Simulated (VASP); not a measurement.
The system is WS2 (Tungstenite).

```xyz
3
Lattice="1.5790 0.9116 6.1633 -1.5790 0.9116 6.1633 0.0000 -1.8233 6.1633" Properties=species:S:1:pos:R:3 pbc="T T T"
W     0.0000    0.0000    0.0000
S     0.0000    0.0000   10.7427
S     0.0000    0.0000   13.8730
```

Base run:

| Item | Value |
| --- | --- |
| Program | VASP 6.6.1 |
| Functional | PBE |
| Potentials or basis | VASP PAW PBE potentials, release 64 (W_sv, S) |
| Cutoff | 520 eV |
| k mesh | 10 × 10 × 10 |
| Occupations | fermi-dirac, width 0.05 eV |
| Spin | no spin polarisation |

Its results: band gap on the k mesh 1.08 eV, indirect (least direct gap 2.24 eV); pressure 4.5 GPa; largest force 0.611 eV/Å.

The run is repeated on the same cell with these changes: functional from PBE to PBEsol. What comes out?

Band gap on the k mesh 1.03 eV, indirect (least direct gap 2.24 eV); pressure -0.5 GPa; largest force 0.602 eV/Å.

PBEsol binds more tightly than PBE, so the same cell stands under less pressure.

Caveats: spin-orbit coupling is left out, which moves the levels of the heavy elements; the PAW data sets were made with another functional, which shifts forces and pressure a little (some runs).

A k mesh can miss the band edges.
